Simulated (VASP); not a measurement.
Runs of VASP 6.6.1 on GaP. The structure is cubic, space group F-43m (No. 216). The conventional cell has a = 5.451 Å, b = 5.451 Å, c = 5.451 Å, α = 90.00°, β = 90.00°, γ = 90.00°. Ga (site symmetry -43m) has 4 P at 2.36 Å within 3.1 Å. P (site symmetry -43m) has 4 Ga at 2.36 Å within 3.1 Å. 

| task | potentials or basis | k mesh | GW scheme | GW iterations | cutoff of the response function | frequency points | empty bands | gap on the mesh (eV) | pressure (GPa) |
| --- | --- | --- | --- | --- | --- | --- | --- | --- | --- |
| single point | VASP PAW PBE potentials, release 64 (Ga_d, P) | 2 × 2 × 2 | - | - | - | - | - | 1.46 | 9.3 |
| single point | VASP PAW PBE potentials, release 64 (Ga_d, P) | 8 × 8 × 8 | - | - | - | - | - | 1.64 | 2.4 |
| single point | VASP PAW PBE potentials, release 64 (Ga_d, P) | 6 × 6 × 6 | - | - | - | - | - | (b) | 2.4 |
| single point | VASP PAW PBE potentials, release 64 (Ga_d, P) | 4 × 4 × 4 | - | - | - | - | - | 1.63 | (a) |

Alike in all rows: level PBE; no spin polarisation; cell as given; cutoff (eV) 500; smearing gaussian 0.01 eV.

**Question.** Estimate the missing entries.

**Answer.** (a) 2.8; (b) 1.65.

Caveats: some runs use coarse meshes.

A k mesh can miss the band edges, and the runs leave out spin-orbit coupling on Ga.
